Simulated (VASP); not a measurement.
# Ta4O (P4/mmm) in VASP: notebook, part 2 of 2

VASP 6.6.1.

**3. Single point, PBE**

The input, INCAR:

```
PREC     = Accurate       # precision mode
ENCUT    = 520            # plane-wave cutoff, eV
EDIFF    = 1E-7           # SCF threshold, eV
ISMEAR   = 0              # smearing method
SIGMA    = 0.15           # smearing width, eV
LREAL    = F              # projectors in reciprocal space
LASPH    = T              # aspherical terms in the spheres
NELM     = 60             # most SCF steps
ALGO     = Normal         # electronic algorithm
ISIF     = 2              # what is computed and relaxed
LWAVE    = F              # write WAVECAR
LCHARG   = T              # write CHGCAR
GGA      = PE             # functional
LELF     = T              # ELF
LVHAR    = T            
NBANDS   = 33             # bands
```

The input, KPOINTS:

```
regular mesh
0
Gamma
  14 14 8
```

The input, POSCAR:

```
Ta4O
1.0
    3.2547070451      0.0000000000      0.0000000000
    0.0000000000      3.2547070451      0.0000000000
    0.0000000000      0.0000000000      7.3953866605
Ta O
4 1
Direct
    0.0000000000      0.0000000000      0.5000000000
    0.5000000000      0.5000000000      0.7829127297
    0.5000000000      0.5000000000      0.2170872703
    0.0000000000      0.0000000000      0.0000000000
    0.5000000000      0.5000000000      0.5000000000
```

Potentials or basis: VASP PAW PBE potentials, release 64 (Ta_pv, O).

Run with:

```
cat potpaw_PBE.64/Ta_pv/POTCAR potpaw_PBE.64/O/POTCAR > POTCAR
mpirun -np 1 vasp_std > vasp.out
```

OUTCAR:

```text
PREC = Accurate
   ENCUT = 520
   EDIFF = 1E-7
   ISMEAR = 0
   LREAL = F
   LASPH = T
   NELM = 60
   ISIF = 2
   GGA = PE

 ion  position               nearest neighbor table
   1  0.000  0.000  0.500-   5 2.30   5 2.30   5 2.30   5 2.30   3 3.11   3 3.11   2 3.11   3 3.11
                             2 3.11   2 3.11   3 3.11   2 3.11
   2  0.500  0.500  0.783-   5 2.09   4 2.81   4 2.81   4 2.81   4 2.81   1 3.11   1 3.11   1 3.11
                             1 3.11   3 3.21
[... 1074 lines left out ...]
  -------------------------------------------------------------------------------------
  Total        0.1327808      0.1327808      0.2518764      0.0000000      0.0000000     -0.0000000
  in kB        2.7155718      2.7155718      5.1512586      0.0000000      0.0000000     -0.0000000
  external PRESSURE =       3.5274674 kB  Pullay stress =       0.0000000 kB

 VOLUME and BASIS-vectors are now :
 -----------------------------------------------------------------------------
  energy-cutoff  :      520.00
  volume of cell :       78.34
      direct lattice vectors                 reciprocal lattice vectors
     3.254707045  0.000000000  0.000000000     0.307247315  0.000000000  0.000000000
     0.000000000  3.254707045  0.000000000     0.000000000  0.307247315  0.000000000
     0.000000000  0.000000000  7.395386660     0.000000000  0.000000000  0.135219434

 POSITION                                       TOTAL-FORCE (eV/Angst)
 -----------------------------------------------------------------------------------
      0.00000      0.00000      3.69769         0.000000      0.000000      0.000000
      1.62735      1.62735      5.78994         0.000000     -0.000000      0.031604
      1.62735      1.62735      1.60544         0.000000      0.000000     -0.031604
      0.00000      0.00000      0.00000         0.000000      0.000000      0.000000
      1.62735      1.62735      3.69769         0.000000      0.000000      0.000000
 -----------------------------------------------------------------------------------
    total drift:                                0.000000     -0.000000      0.000000

  FREE ENERGIE OF THE ION-ELECTRON SYSTEM (eV)
  ---------------------------------------------------
  free  energy   TOTEN  =       -55.0931784392 eV

  energy  without entropy=      -55.0641809122  energy(sigma->0) =      -55.07867968
```

stdout:

```text
POSCAR found type information on POSCAR TaO
 POSCAR found :  2 types and       5 ions
 scaLAPACK will be used
 LDA part: xc-table for (Slater+PW92), standard interpolation
 POSCAR, INCAR and KPOINTS ok, starting setup
 FFT: planning ... GRIDC
 FFT: planning ... GRID_SOFT
 FFT: planning ... GRID
 WAVECAR not read
 entering main loop
```

It took 2.8 min on 1 thread of Intel Xeon 6975P-C (Granite Rapids), shared host; peak memory 0.45 GiB.

What came out:

| Item | Value |
| --- | --- |
| Free energy | -55.0932 eV |
| Pressure | 0.4 GPa |
| Largest force | 0.032 eV/Å |
| Band gap on the k mesh | zero (bands 25 and 26 overlap by 1.01 eV) |

Forces on the atoms (eV/Å):
```
Ta   0.000  0.000  0.000
Ta   0.000  0.000  0.032
Ta   0.000  0.000 -0.032
Ta   0.000  0.000  0.000
O    0.000  0.000  0.000
```

Levels at points of the mesh, in eV from the Fermi level:
```tsv
k point	band 23	band 24	band 25	band 26	band 27	band 28
(0.00, 0.00, 0.00)	-0.46	-0.46	-0.21	0.51	1.03	1.03
(0.50, 0.00, 0.00)	-0.93	-0.67	0.20	0.90	0.91	1.31
(0.50, 0.50, 0.00)	-1.51	-0.67	-0.67	1.64	2.40	2.75
(0.00, 0.00, 0.50)	-0.54	-0.54	0.15	0.68	0.68	0.79
(0.50, 0.00, 0.50)	-1.02	-0.65	-0.45	1.01	1.30	1.57
(0.50, 0.50, 0.50)	-1.70	0.02	0.02	1.64	1.92	1.92
```

Caveat: spin-orbit coupling is left out, which moves the levels of the heavy elements.

**4. Single point, PBE**

The input, INCAR:

```
PREC = Accurate
ENCUT = 520
EDIFF = 1E-7
ISMEAR = 0
SIGMA = 0.15
LREAL = False
LASPH = True
NELM = 100
ALGO = Normal
ISIF = 2
LWAVE = False
LCHARG = False
GGA = PE
NBANDS = 33
```

The input, KPOINTS:

```
regular mesh
0
Gamma
  16 16 8
```

POSCAR is that of step 3.

Run with:

```
cat potpaw_PBE.64/Ta_pv/POTCAR potpaw_PBE.64/O/POTCAR > POTCAR
mpirun -np 1 vasp_std > vasp.out
```

It took 3.6 min on 1 thread of Intel Xeon 6975P-C (Granite Rapids), shared host; peak memory 0.52 GiB.

Results (log left out):

- Free energy: -55.0961 eV
- Pressure: 0.3 GPa
- Largest force: 0.042 eV/Å
- Band gap on the k mesh: zero (bands 25 and 26 overlap by 0.99 eV)

Forces in eV/Å, atoms in the order of the input:
```
Ta   0.000  0.000  0.000
Ta   0.000  0.000  0.042
Ta   0.000  0.000 -0.042
Ta   0.000  0.000  0.000
O    0.000  0.000  0.000
```

Stress tensor (GPa, compression positive):
```
0.25 0.00 0.00
0.00 0.25 0.00
0.00 0.00 0.48
```

Levels at points of the mesh, in eV from the Fermi level:
| k point | band 23 | band 24 | band 25 | band 26 | band 27 | band 28 |
| --- | --- | --- | --- | --- | --- | --- |
| (0.00, 0.00, 0.00) | -0.46 | -0.46 | -0.21 | 0.50 | 1.03 | 1.03 |
| (0.50, 0.00, 0.00) | -0.93 | -0.67 | 0.20 | 0.90 | 0.91 | 1.31 |
| (0.50, 0.50, 0.00) | -1.51 | -0.66 | -0.66 | 1.64 | 2.40 | 2.75 |
| (0.00, 0.00, 0.50) | -0.54 | -0.54 | 0.15 | 0.68 | 0.68 | 0.79 |
| (0.50, 0.00, 0.50) | -1.02 | -0.64 | -0.45 | 1.01 | 1.30 | 1.57 |
| (0.50, 0.50, 0.50) | -1.70 | 0.02 | 0.02 | 1.63 | 1.92 | 1.92 |

Caveat: spin-orbit coupling is left out, which moves the levels of the heavy elements.

**5. The runs side by side**

| k mesh | smearing | gap on the mesh (eV) | pressure (GPa) | largest force (eV/Å) |
| --- | --- | --- | --- | --- |
| 12 × 12 × 6 | gaussian 0.1 eV | none | 0.2 | 0.04 |
| 14 × 14 × 8 | gaussian 0.15 eV | none | 0.4 | 0.03 |
| 16 × 16 × 8 | gaussian 0.15 eV | none | 0.3 | 0.04 |

Alike in all rows: task single point; level PBE; potentials or basis VASP PAW PBE potentials, release 64 (Ta_pv, O); no spin polarisation; cell a = 3.255, b = 3.255, c = 7.395 Å, 5 atoms; cutoff (eV) 520.

Caveats: spin-orbit coupling is left out, which moves the levels of the heavy elements.

Absolute energies hang on the potentials; compare differences alone.
